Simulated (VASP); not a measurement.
BN: single point with r2SCANh

The system is BN.

```xyz
2
Lattice="1.2511 0.7223 3.3729 -1.2511 0.7223 3.3729 0.0000 -1.4447 3.3729" Properties=species:S:1:pos:R:3 pbc="T T T"
B     0.0000    0.0000   10.1155
N     0.0000    0.0000    3.3672
```

| Quantity | Value |
| --- | --- |
| Program | VASP 6.6.1 |
| Task | single point |
| Functional | r2SCANh |
| Potentials or basis | VASP PAW PBE potentials, release 64 (B, N) |
| Cutoff | 580 eV |
| k mesh | 6 × 6 × 6 |
| Occupations | gaussian, width 0.01 eV |
| Spin | no spin polarisation |

- Pressure: -1.2 GPa
- Largest force: 0.009 eV/Å
- Band gap on the k mesh: 5.57 eV (least direct gap 6.16 eV)

Forces on the atoms (eV/Å):
```
B    0.000  0.000 -0.009
N    0.000  0.000  0.009
```

Stress tensor (GPa, compression positive):
```
-1.99  0.00  0.00
 0.00 -1.99  0.00
 0.00  0.00  0.28
```

Levels at points of the mesh, in eV from the valence-band top:
| k point | band 1 | band 2 | band 3 | band 4 | band 5 | band 6 | band 7 | band 8 |
| --- | --- | --- | --- | --- | --- | --- | --- | --- |
| (0.00, 0.00, 0.00) | -19.36 | -4.43 | -1.40 | -1.40 | 6.23 | 13.34 | 13.34 | 15.46 |
| (0.50, 0.00, 0.00) | -15.98 | -9.61 | -4.38 | -0.61 | 6.73 | 11.47 | 14.55 | 16.57 |
| (0.50, 0.50, 0.00) | -15.91 | -9.48 | -4.44 | -1.23 | 5.57 | 11.46 | 15.92 | 19.43 |
| (0.50, 0.50, 0.50) | -19.09 | -6.52 | -1.42 | -1.42 | 11.72 | 13.26 | 13.26 | 13.99 |

Run time: 42 min on 1 thread of Intel Xeon 8259CL, with other jobs on the host, peak memory 0.18 GiB.

Caveat: the k points lie up to 0.49 Å⁻¹ apart; the PAW data sets were made with another functional, which shifts forces and pressure a little. A k mesh can miss the band edges.
